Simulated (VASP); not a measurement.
Set up this calculation in VASP 6.6.1, as the native input.

```
Task                   : relaxation of cell and atoms
Functional             : PBE
Potentials or basis    : VASP PAW PBE potentials, release 64 (Zn, S)
Cutoff                 : 600 eV
k mesh                 : 8 × 8 × 8
Occupations            : fermi-dirac, width 0.02 eV
Spin                   : no spin polarisation
Dipole correction      : no
Further INCAR settings : ALGO = Normal; EDIFF = 1e-06; IBRION = 2; EDIFFG = -0.005; NSW = 80; ISIF = 3
```

The structure of ZnS lies in POSCAR:

```
ZnS
1.0
    0.0000000000      2.7020000000      2.7020000000
    2.7020000000      0.0000000000      2.7020000000
    2.7020000000      2.7020000000      0.0000000000
Zn S
1 1
Direct
    0.2500000000      0.2500000000      0.2500000000
    0.0000000000      0.0000000000      0.0000000000
```

These files were run (other wordings do the same):

INCAR

```
  PREC = Accurate
  ENCUT = 600
  EDIFF = 1E-6
  ISMEAR = -1
  SIGMA = 0.02
  LREAL = False
  LASPH = True
  NELM = 80
  ALGO = Normal
  ISIF = 3
  LWAVE = False
  LCHARG = False
  GGA = PE
  IBRION = 2
  NSW = 80
  EDIFFG = -0.005
```

KPOINTS

```
regular mesh
0
Gamma
  8 8 8
```

Potentials or basis: VASP PAW PBE potentials, release 64 (Zn, S).

Run with:

```sh
$ cat potpaw_PBE.64/Zn/POTCAR potpaw_PBE.64/S/POTCAR > POTCAR
$ mpirun -np 1 vasp_std > vasp.out
```

Results of the run:

| Property | Result |
| --- | --- |
| Relaxed volume | 20.20 Å³/atom |
| Relaxed cell | a = 3.852 Å, b = 3.852 Å, c = 3.852 Å, α = 60.00°, β = 60.00°, γ = 60.00° |
| Space group after relaxing (to 0.1 Å) | F-43m (No. 216) |
| Energy gained by relaxing | 2.6 meV/atom |
| Ionic steps | 7 |
| Pressure after relaxing | 0.0 GPa |
| Band gap on the k mesh | 2.01 eV |

Wall time 96 s on 1 thread of AMD EPYC 7R13, on a shared host, peak memory 0.16 GiB.
